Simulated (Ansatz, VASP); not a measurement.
One calculation of CdF2, two programs

```
Cd F
1.0
     0.00000    2.72200    2.94928
     2.72200    0.00000    2.94928
     2.72200    2.72200    0.00000
Cd F
1 2
Direct
  0.00000 0.00000 0.00000
  0.25000 0.25000 0.25000
  0.75000 0.75000 0.75000
```

Alike in both runs: task single point; functional PBEsol; k mesh 8 × 8 × 8; occupations gaussian, width 0.05 eV; no spin polarisation.

|  | VASP | Ansatz |
| --- | --- | --- |
| version | VASP 6.6.1 | Ansatz 0.2.0 |
| potentials or method | VASP PAW PBE potentials, release 64 (Cd, F), cutoff 520 eV | scalar-relativistic, plane waves, PAW |
| valence electrons in the cell | 26 | 34 |

|  | VASP | Ansatz | Ansatz less VASP |
| --- | --- | --- | --- |
| gap on the k mesh at the Fermi level (eV) | 2.36 | 2.39 | +0.026 |
| least direct gap on the mesh (eV) | 2.96 | 2.99 | +0.025 |
| pressure (GPa) | -9.0 | -9.4 | -0.34 |
| traceless stress, the component that is largest in VASP (GPa) | -5.42 | -5.49 | -0.066 |

VASP's potentials were made for PBE, not for PBEsol. VASP's potentials hold 26 valence electrons a cell and Ansatz's 34, so a difference there can come from the potentials and not from the codes.
